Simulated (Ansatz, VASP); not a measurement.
# Two plane-wave programs on AlFe

```
Al Fe
1.0
     2.87433    0.00000    0.00000
     0.00000    2.87433    0.00000
     0.00000    0.00000    2.87433
Al Fe
1 1
Direct
  0.00000 0.00000 0.00000
  0.50000 0.50000 0.50000
```

Alike in both runs: task relaxation of cell and atoms; functional PBEsol; k mesh 14 × 14 × 14; occupations gaussian, width 0.1 eV; collinear spin.

|  | VASP | Ansatz |
| --- | --- | --- |
| version | VASP 6.6.1 | Ansatz 0.2.0 |
| potentials or method | VASP PAW PBE potentials, release 64 (Al, Fe), cutoff 600 eV | scalar-relativistic, plane waves, PAW |
| valence electrons in the cell | 11 | 19 |

Ansatz gave:

- gap on the k mesh at the Fermi level, each at its own relaxed structure (eV): none
- net moment per atom (μB): 0.33
- size of the moment on the site where the two differ most (μB): 0.68
- relaxed volume (Å³/atom): 11.52
- relaxed length of the cell vector where the two differ most in proportion (Å): 2.845

Question: Which values does VASP return?

Answer: gap on the k mesh at the Fermi level, each at its own relaxed structure (eV): none; net moment per atom (μB): 0.33; size of the moment on the site where the two differ most (μB): 0.69; relaxed volume (Å³/atom): 11.52; relaxed length of the cell vector where the two differ most in proportion (Å): 2.846.

VASP's potentials were made for PBE, not for PBEsol. Site moments also hang on the region over which each program counts them. A gap of «none» marks a metal or a gap that the smearing closes. VASP's potentials hold 11 valence electrons a cell and Ansatz's 19, so a difference there can come from the potentials and not from the codes.
